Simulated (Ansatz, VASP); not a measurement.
# One calculation of Nb2SiO2, two programs

```
Nb Si O
1.0
     0.00000    4.31748    3.89706
     3.10703    0.00000    3.89706
     3.10703    4.31748    0.00000
Nb Si O
2 1 2
Cartesian
  3.1070 4.3175 2.4690
  3.1070 4.3175 5.3251
  4.6605 6.4762 5.8456
  1.5535 3.3591 1.9485
  1.5535 0.9584 1.9485
```

Alike in both runs: functional PBE; k mesh 3 × 3 × 3; occupations gaussian, width 0.15 eV; no spin polarisation.

Ansatz relaxed the structure, and its values are those at the end. VASP's run is a single point on that final structure, the one shown.

```csv
,VASP,Ansatz
version,VASP 6.6.1,Ansatz 0.2.0
potentials or method,"VASP PAW PBE potentials, release 64 (Nb_sv, Si, O), cutoff 600 eV","scalar-relativistic, plane waves, PAW"
valence electrons in the cell,42,42
```

```csv
,VASP,Ansatz,Ansatz less VASP
gap on the k mesh at the Fermi level (eV),none,none,-
pressure (GPa),-0.1,0.1,+0.24
rms of the force components (eV/Å),0.009,0.004,-0.0045
```

A gap of «none» marks a metal or a gap that the smearing closes. With one functional, cell and mesh, what is left measures potentials, basis and numerics.

The k mesh is coarse, so the values compare programs but aren't converged.
